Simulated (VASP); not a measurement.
Input of a VASP 6.6.1 run:

Contents of INCAR:

```
SYSTEM = Ta12HCN13
ALGO = Fast ; DIPOL = 0.5 0.5 0.445
EDIFF = 1E-7 ; ENCUT = 520
GGA = PE ; IDIPOL = 3
ISIF = 2 ; ISMEAR = 0
IVDW = 12 ; LASPH = .TRUE.
LCHARG = .FALSE. ; LDIPOL = .TRUE.
LREAL = Auto ; LWAVE = .FALSE.
NBANDS = 120 ; NELM = 100
PREC = Accurate ; SIGMA = 0.1
```

KPOINTS

```
k-points
0
G
  4 4 1
  0 0 0
```

The input POSCAR:

```
Ta12HCN13
1.0
    6.2014901195      0.0000000000      0.0000000000
   -3.1007450597      5.3706479848      0.0000000000
    0.0000000000      0.0000000000     26.5449693490
Ta N C H
12 13 1 1
Direct
    0.1666666667      0.3333333333      0.3013753716
    0.1666666667      0.8333333333      0.3013753716
    0.6666666667      0.3333333333      0.3013753716
    0.6666666667      0.8333333333      0.3013753716
    0.5000000000      0.5000000000      0.3967511735
    0.5000000000      0.0000000000      0.3967511735
    0.0000000000      0.5000000000      0.3967511735
    0.0000000000      0.0000000000      0.3967511735
    0.8247675962      0.6623837981      0.4934059010
    0.8333333333      0.1666666667      0.5073470287
    0.3376162019      0.6623837981      0.4934059010
    0.3376162019      0.1752324038      0.4934059010
    0.3333333333      0.1666666667      0.3490632725
    0.3333333333      0.6666666667      0.3490632725
    0.8333333333      0.1666666667      0.3490632725
    0.8333333333      0.6666666667      0.3490632725
    0.6770516663      0.3229483337      0.4449062238
    0.6770516663      0.8541033326      0.4449062238
    0.1458966674      0.3229483337      0.4449062238
    0.1666666667      0.8333333333      0.4435361719
    0.0043774982      0.5087549964      0.5309646260
    0.0043774982     -0.0043774982      0.5309646260
    0.5000000000      0.5000000000      0.5312858948
    0.4912450036     -0.0043774982      0.5309646260
    0.1666666667      0.8333333333      0.6896175404
    0.1666666667      0.8333333333      0.6460021578
    0.1666666667      0.8333333333      0.6055392514
```

Potentials or basis: VASP PAW PBE potentials, release 64 (Ta_pv, N, C, H).

The run is started by

```sh
$ cat potpaw_PBE.64/Ta_pv/POTCAR potpaw_PBE.64/N/POTCAR potpaw_PBE.64/C/POTCAR potpaw_PBE.64/H/POTCAR > POTCAR
$ mpirun -np 1 vasp_std > vasp.out
```

Task: Estimate the largest force.

Result: 0.755 eV/Å.

Task: Estimate the band gap on the k mesh.

Result: Zero (bands 101 and 102 overlap by 0.18 eV).

Forces on the atoms (eV/Å):
```
Ta   0.042  0.024  0.442
Ta   0.000  0.000  0.610
Ta  -0.042  0.024  0.442
Ta   0.000 -0.049  0.442
Ta   0.000  0.000  0.651
Ta   0.162  0.093  0.029
Ta   0.000 -0.187  0.029
Ta  -0.162  0.093  0.029
Ta   0.023  0.014 -0.016
Ta   0.000  0.000 -0.047
Ta  -0.023  0.014 -0.016
Ta   0.000 -0.027 -0.016
N    0.000 -0.145 -0.741
N   -0.125  0.072 -0.741
N    0.000  0.000 -0.630
N    0.125  0.072 -0.741
N   -0.003  0.002 -0.009
N    0.000 -0.003 -0.009
N    0.003  0.002 -0.009
N    0.000  0.000 -0.029
N    0.000  0.057  0.074
N    0.049 -0.028  0.074
N    0.000  0.000  0.097
N   -0.049 -0.028  0.074
N    0.000  0.000  0.420
C    0.000  0.000 -0.437
H    0.000  0.000  0.024
```

Caveat: spin-orbit coupling is left out, which moves the levels of the heavy elements.
